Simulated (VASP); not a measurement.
Set up this calculation in VASP 6.6.1, as the native input.

| Item | Value |
| --- | --- |
| Task | single point |
| Functional | PBE |
| Potentials or basis | VASP PAW PBE potentials, release 64 (Ca_sv) |
| Cutoff | 520 eV |
| k mesh | 4 × 4 × 4 |
| Occupations | gaussian, width 0.1 eV |
| Spin | no spin polarisation |
| Dipole correction | no |
| Further INCAR settings | ALGO = Normal; EDIFF = 1e-06; NBANDS = 50 |

The structure of Ca lies in POSCAR:

```
Ca
1.0
   -4.6661145276      4.6661145276      4.6661145276
    4.6661145276     -4.6661145276      4.6661145276
    4.6661145276      4.6661145276     -4.6661145276
Ca
8
Direct
    0.2496888056      0.2496888056      0.2496888056
    0.5000000000      0.0000000000      0.2503111944
    0.2503111944      0.5000000000      0.0000000000
    0.0000000000      0.2503111944      0.5000000000
    0.7503111944      0.7503111944      0.7503111944
    0.5000000000      0.0000000000      0.7496888056
    0.7496888056      0.5000000000      0.0000000000
    0.0000000000      0.7496888056      0.5000000000
```

The input as run:

INCAR

```
SYSTEM = Ca
PREC = Accurate
ENCUT = 520
EDIFF = 1E-6
ISMEAR = 0
SIGMA = 0.1
LREAL = .FALSE.
LASPH = .TRUE.
NELM = 100
ALGO = Normal
ISIF = 2
LWAVE = .FALSE.
LCHARG = .FALSE.
GGA = PE
NBANDS = 50
```

KPOINTS

```
regular mesh
0
G
  4 4 4
  0 0 0
```

Potentials or basis: VASP PAW PBE potentials, release 64 (Ca_sv).

Command:

```bash
$ cat potpaw_PBE.64/Ca_sv/POTCAR > POTCAR
$ mpirun -np 1 vasp_std > vasp.out
```

It gave:

```
Pressure               : 0.0 GPa
Band gap on the k mesh : zero (band 40 reaches 1.50 eV, above the bottom of band 41 at 0.86 eV)
```

Run time: 2.3 min on 1 thread of Intel(R) Xeon(R) 6975P-C (Granite Rapids) (shared host), peak memory 0.52 GiB.
